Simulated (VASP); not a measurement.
Wanted: the native input for a VASP 6.6.1 run.

```
Task                   : relaxation of cell and atoms
Functional             : PBEsol
Potentials or basis    : VASP PAW PBE potentials, release 64 (K_sv)
Cutoff                 : 600 eV
k mesh                 : 5 × 5 × 5
Occupations            : methfessel-paxton, width 0.02 eV
Spin                   : no spin polarisation
Dipole correction      : no
Further INCAR settings : ALGO = Normal; EDIFF = 1e-06; IBRION = 2; EDIFFG = -0.01; NSW = 60; ISIF = 3
```

The structure of K lies in POSCAR:

```
K
1.0
   -2.6125000000      2.6125000000      2.6125000000
    2.6125000000     -2.6125000000      2.6125000000
    2.6125000000      2.6125000000     -2.6125000000
K
1
Direct
    0.0000000000      0.0000000000      0.0000000000
```

These files were run (other wordings do the same):

INCAR

```
  ALGO = Normal
  EDIFF = 1E-6
  EDIFFG = -0.01
  ENCUT = 600
  GGA = PS
  IBRION = 2
  ISIF = 3
  ISMEAR = 1
  LASPH = True
  LCHARG = False
  LREAL = False
  LWAVE = False
  NELM = 80
  NSW = 60
  PREC = Accurate
  SIGMA = 0.02
```

KPOINTS

```
k-points
0
Gamma
  5 5 5
```

Potentials or basis: VASP PAW PBE potentials, release 64 (K_sv).

Run with:

```sh
$ cat potpaw_PBE.64/K_sv/POTCAR > POTCAR
$ mpirun -np 1 vasp_std > vasp.out
```

Results of the run:

* Relaxed volume: 71.21 Å³/atom
* Relaxed cell: a = 4.523 Å, b = 4.523 Å, c = 4.523 Å, α = 109.47°, β = 109.47°, γ = 109.47°
* Space group after relaxing (to 0.05 Å): Im-3m (No. 229)
* Energy gained by relaxing: 0.0 meV/atom
* Ionic steps: 2
* Pressure after relaxing: 0.0 GPa

Caveat: the PAW data sets were made with another functional, which shifts forces and pressure a little.

Wall time 5.1 s on 1 thread of Intel(R) Xeon(R) 6975P-C (Granite Rapids), on a shared host, peak memory 0.2 GiB.
